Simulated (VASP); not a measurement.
# CdS (Cm) in VASP: notebook, part 2 of 2

VASP 6.6.1. The steps go on from the part before.

### Step 4. Single point, LDA

The input, INCAR:

```
SYSTEM = CdS
PREC = Accurate ; ENCUT = 520
EDIFF = 1E-6 ; ISMEAR = 0
SIGMA = 0.05 ; LREAL = .False.
LASPH = .True. ; NELM = 80
ALGO = Normal ; ISIF = 2
LWAVE = .False. ; LCHARG = .True.
LELF = .True. ; LVHAR = .True.
NBANDS = 16
```

The input, KPOINTS:

```
Automatic mesh
0
Gamma
  9 9 6
  0 0 0
```

The input, POSCAR:

```
CdS
1.0
    4.2611695877      0.0000000000      0.0000000000
   -2.1305847939      3.6902811128      0.0000000000
    0.0000000000      0.0000000000      5.8041729400
Cd S
1 1
Direct
    0.0000000000      0.0000000000      0.4426919200
    0.7073060277      0.3536530139      0.4337970091
```

Potentials or basis: VASP PAW LDA potentials, release 64 (Cd, S).

On the command line:

```sh
cat potpaw_LDA.64/Cd/POTCAR potpaw_LDA.64/S/POTCAR > POTCAR
mpirun -np 1 vasp_std > vasp.out
```

OUTCAR:

```text
SYSTEM = CdS
   PREC = Accurate
   ENCUT = 520
   EDIFF = 1E-6
   ISMEAR = 0
   LREAL = .False.
   LASPH = .True.
   NELM = 80
   ISIF = 2

 ion  position               nearest neighbor table
   1  0.000  0.000  0.443-   2 2.39   2 2.39   2 2.61
   2  0.707  0.354  0.434-   1 2.39   1 2.39   1 2.61

  LATTYP: Found a hexagonal cell.
 ALAT       =     4.2611695877
 C/A-ratio  =     1.3621079426

  Lattice vectors:

 A1 = (   4.2611695877,   0.0000000000,   0.0000000000)
 A2 = (  -2.1305847939,   3.6902811128,   0.0000000000)
 A3 = (   0.0000000000,   0.0000000000,   5.8041729400)

Analysis of symmetry for initial positions (statically):
=====================================================================
 Subroutine PRICEL returns:
 Original cell was already a primitive cell.

 Routine SETGRP: Setting up the symmetry group for a
 hexagonal supercell.

 Subroutine GETGRP returns: Found  2 space group operations
 (whereof  2 operations were pure point group operations)
 out of a pool of 24 trial point group operations.

The static configuration has the point symmetry C_1h.

Analysis of symmetry for dynamics (positions and initial velocities):
=====================================================================
 Subroutine PRICEL returns:
 Original cell was already a primitive cell.

 Routine SETGRP: Setting up the symmetry group for a
 hexagonal supercell.

 Subroutine GETGRP returns: Found  2 space group operations
 (whereof  2 operations were pure point group operations)
 out of a pool of 24 trial point group operations.

The dynamic configuration has the point symmetry C_1h.

 Subroutine INISYM returns: Found  2 space group operations
 (whereof  2 operations are pure point group operations),
 and found     1 'primitive' translations

----------------------------------------------------------------------------------------

                                     Primitive cell
[... 109 lines left out ...]
   IMIX   =      4    mixing-type and parameters
     AMIX     =   0.40;   BMIX     =  1.00
     AMIX_MAG =   1.60;   BMIX_MAG =  1.00
  volume/ion in A,a.u.               =      45.64       307.96
  Fermi-wavevector in a.u.,A,eV,Ry     =   0.952919  1.800756 12.354841  0.908055
  Thomas-Fermi vector in A             =   2.081527
   LORBIT       =      0    0 simple, 1 ext, 2 COOP (PROOUT), +10 PAW based schemes
   GGA     = CA    functional components
   LHFCALC =     F    Hartree Fock is set to
   AEXX    =    0.0000 exact exchange contribution
   IVDW    =     0    specifies the selected vdW correction
   LEPSILON=     F    determine dielectric tensor
   LRPA    =     F    only Hartree local field effects (RPA)
 non-spin polarized calculation
 Gauss-broadening in eV      SIGMA  =   0.05
  energy-cutoff  :      520.00
  volume of cell :       91.27
 maximum number of plane-waves:      2490
   NGX = 15   NGY = 15   NGZ = 21

 number of electron      18.0000002 magnetization

 Free energy of the ion-electron system (eV)
  ---------------------------------------------------
  ext. energy  EPLUGINS =         0.00000000
  ---------------------------------------------------
  free energy    TOTEN  =        -6.53495674 eV

  energy without entropy =       -6.53495674  energy(sigma->0) =       -6.53495674

 E-fermi :  -1.9591     XC(G=0):  -6.5376

 val. band max:       -2.1614882893   @ k =   0.0000   0.0000   0.5000
 cond. band min:      -1.0496674585   @ k =   0.0000   0.0000   0.0000
 fundamental gap:      1.1118208308
 Fermi energy:        -1.9591156704

 k-point     1 :       0.0000    0.0000    0.0000
  band No.  band energies     occupation
      1     -14.0032      2.00000
      2     -10.1296      2.00000
      3     -10.0152      2.00000
      4      -9.5695      2.00000
      5      -9.5266      2.00000
      6      -9.3168      2.00000
[... 433 lines left out ...]
      3      -9.6679      2.00000
      4      -9.6592      2.00000
      5      -9.5673      2.00000
      6      -9.0607      2.00000
[... 8 lines left out ...]
     15       6.4179      0.00000
     16       7.5880      0.00000

 [... further k-points ...]

------------------------ aborting loop because EDIFF is reached ----------------------------------------

  FORCE on cell =-STRESS in cart. coord.  units (eV):
  Direction    XX          YY          ZZ          XY          YZ          ZX
  --------------------------------------------------------------------------------------
  -------------------------------------------------------------------------------------
  Total       -2.0053702     -1.0860286     -0.0619251     -0.7961732      0.0207212      0.0358901
  in kB      -35.2027453    -19.0644035     -1.0870484    -13.9762140      0.3637442      0.6300237
  external PRESSURE =     -18.4513991 kB  Pullay stress =       0.0000000 kB

 VOLUME and BASIS-vectors are now :
 -----------------------------------------------------------------------------
  energy-cutoff  :      520.00
  volume of cell :       91.27
      direct lattice vectors                 reciprocal lattice vectors
     4.261169588  0.000000000  0.000000000     0.234677353  0.135491033  0.000000000
    -2.130584794  3.690281113  0.000000000     0.000000000  0.270982066  0.000000000
     0.000000000  0.000000000  5.804172940     0.000000000  0.000000000  0.172289835

 POSITION                                       TOTAL-FORCE (eV/Angst)
 -----------------------------------------------------------------------------------
      0.00000      0.00000      2.56946         0.693623      0.400464     -0.017454
      2.26046      1.30508      2.51783        -0.693623     -0.400464      0.017454
 -----------------------------------------------------------------------------------
    total drift:                               -0.000009     -0.000005      0.000018

  FREE ENERGIE OF THE ION-ELECTRON SYSTEM (eV)
  ---------------------------------------------------
  free  energy   TOTEN  =        -6.5349567416 eV

  energy  without entropy=       -6.5349567415  energy(sigma->0) =       -6.53495674
```

Run time: 1.9 min. Hardware: 1 thread of AMD EPYC 9R14 (Zen 4), shared host; peak memory 0.29 GiB.

Results:

```yaml
Free_energy: -6.5350 eV
Pressure: -1.8 GPa
Largest_force: 0.801 eV/Å
Band_gap_on_the_k_mesh: 1.11 eV (least direct gap 1.12 eV)
```

Forces in eV/Å, atoms in the order of the input:
```
Cd   0.694  0.400 -0.017
S   -0.694 -0.400  0.017
```

Caveat: the cell differs from its parent crystal (all S atoms moved -0.150 Å, as atom 2 towards its neighbour atom 1 (Cd) at 2.461 Å); an odd mesh through Γ misses points on the zone boundary, where band edges can lie.

### Step 5. Single point, LDA

The input, INCAR:

```
SYSTEM = CdS
  ALGO = Normal
  EDIFF = 1E-7
  ENCUT = 520
  GGA = CA
  ISIF = 2
  ISMEAR = 0
  LASPH = .True.
  LCHARG = .False.
  LREAL = .False.
  LWAVE = .False.
  NBANDS = 16
  NELM = 60
  PREC = Accurate
  SIGMA = 0.05
```

The input, KPOINTS:

```
k-points
0
Gamma
  9 9 6
  0 0 0
```

Changes to POSCAR since step 4:

```diff
@@ -9,2 +9,2 @@
     0.0000000000      0.0000000000      0.4426919200
-    0.7073060277      0.3536530139      0.4337970091
+    0.5853879446      0.2926939723      0.4353302217
```

On the command line:

```sh
cat potpaw_LDA.64/Cd/POTCAR potpaw_LDA.64/S/POTCAR > POTCAR
mpirun -np 1 vasp_std > vasp.out
```

It took 2.2 min on 1 thread of AMD EPYC 9R14 (Zen 4), shared host; peak memory 0.29 GiB.

The run converged. Its results:

- Free energy: -6.1325 eV
- Pressure: 0.3 GPa
- Largest force: 3.810 eV/Å
- Band gap on the k mesh: 0.96 eV

Forces on the atoms (eV/Å):
```
Cd  -3.299 -1.905  0.024
S    3.299  1.905 -0.024
```

Stress tensor (GPa, compression positive):
```
 3.70  5.52 -0.25
 5.52 -2.67 -0.14
-0.25 -0.14 -0.11
```

Levels at points of the mesh, in eV from the valence-band top:
```
           k point  band 7  band 8  band 9  band 10  band 11  band 12
(0.00, 0.00, 0.00)   -1.48   -0.89    0.00     0.96     5.09     5.77
(0.00, 0.00, 0.50)   -1.70   -0.89    0.00     1.23     4.57     5.81
```

Caveat: the cell differs from its parent crystal (all S atoms moved +0.300 Å, as atom 2 towards its neighbour atom 1 (Cd) at 2.461 Å); an odd mesh through Γ misses points on the zone boundary, where band edges can lie; forces of over 1 eV/Å act on the atoms, so gaps and moduli don't describe the material at rest.

### Step 6. Summary

| cell | gap on the mesh (eV) | pressure (GPa) | largest force (eV/Å) |
| --- | --- | --- | --- |
| as given, atomic positions A | 1.13 | -0.8 | 1.27 |
| as given, atomic positions B | 1.01 | -0.9 | 2.43 |
| as given, atomic positions C | 1.11 | -1.8 | 0.80 |
| as given, atomic positions D | 0.96 | 0.3 | 3.81 |

Alike in all rows: task single point; level LDA; potentials or basis VASP PAW LDA potentials, release 64 (Cd, S); no spin polarisation; k mesh 9 × 9 × 6; cutoff (eV) 520; smearing gaussian 0.05 eV.

Caveats: an odd mesh through Γ misses points on the zone boundary, where band edges can lie; forces of over 1 eV/Å act on the atoms, so gaps and moduli don't describe the material at rest (at least some runs).

Total energies depend on the potentials used, so only differences within one code and one set of settings carry meaning.
